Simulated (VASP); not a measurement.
Runs of VASP 6.6.1 on HgTe. The structure is that of space group F-43m (No. 216), or close to it. The cells are those of the table. 

```tsv
cell	gap on the mesh (eV)	pressure (GPa)	largest force (eV/Å)
a = 4.559, b = 4.559, c = 4.570 Å, angles 59.9, 59.9, 59.8°, 2 atoms	0.01	4.1	0.03
a = 4.559, b = 4.559, c = 4.593 Å, angles 59.8, 59.8, 59.5°, 2 atoms	(a)	4.2	0.10
a = 4.559, b = 4.559, c = 4.513 Å, angles 60.3, 60.3, 60.7°, 2 atoms	0.03	4.2	0.14
a = 4.559, b = 4.559, c = 4.536 Å, angles 60.2, 60.2, 60.3°, 2 atoms	0.01	4.1	0.07
```

Alike in all rows: task single point; level PBE; potentials or basis VASP PAW PBE potentials, release 64 (Hg, Te); no spin polarisation; k mesh 14 × 14 × 14; cutoff (eV) 520; smearing gaussian 0.15 eV.

**Question.** Fill in the values left out.

**Answer.** (a) 0.02.

Caveats: the cell stands under pressure; the smearing spreads over this small gap; spin-orbit coupling is left out, which moves the levels of the heavy elements.

A k mesh can miss the band edges, and the runs leave out spin-orbit coupling on Hg, Te.
